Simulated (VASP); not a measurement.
Here is a VASP 6.6.1 calculation.

Contents of INCAR:

```
SYSTEM = CuNi3
ALGO = Normal
EDIFF = 1E-7
ENCUT = 520
GGA = PS
ISIF = 2
ISMEAR = -1
ISPIN = 2
LASPH = .TRUE.
LCHARG = .TRUE.
LELF = .TRUE.
LMAXMIX = 4
LORBIT = 11
LREAL = .FALSE.
LVHAR = .TRUE.
LWAVE = .FALSE.
MAGMOM = 0.6 1 1 1
NBANDS = 32
NELM = 150
PREC = Accurate
SIGMA = 0.05
```

File KPOINTS:

```
k-points
0
G
  11 11 11
  0 0 0
```

Contents of POSCAR:

```
CuNi3
1.0
   -1.7793225408      1.7793225408      3.5148308917
    1.7793225408     -1.7793225408      3.5148308917
    1.7793225408      1.7793225408     -3.5148308917
Cu Ni
1 3
Direct
    0.0000000000      0.0000000000      0.0000000000
    0.5000000000      0.5000000000      0.0000000000
    0.2500000000      0.7500000000      0.5000000000
    0.7500000000      0.2500000000      0.5000000000
```

Potentials or basis: VASP PAW PBE potentials, release 64 (Cu, Ni).

The run is started by

```bash
$ cat potpaw_PBE.64/Cu/POTCAR potpaw_PBE.64/Ni/POTCAR > POTCAR
$ mpirun -np 1 vasp_std > vasp.out
```

**Question.** What does it give for the site moments?

**Answer.** Cu +0.01; Ni +0.54, +0.51 (each value once) μB.

**Question.** Estimate the net moment.

**Answer.** 1.53 μB per cell.

**Question.** Estimate the pressure.

**Answer.** -9.2 GPa.

Stress tensor (GPa, compression positive):
```
-9.41  0.00  0.00
 0.00 -9.41  0.00
 0.00  0.00 -8.79
```

Caveat: the cell stands under tension; the PAW data sets were made with another functional, which shifts forces and pressure a little.
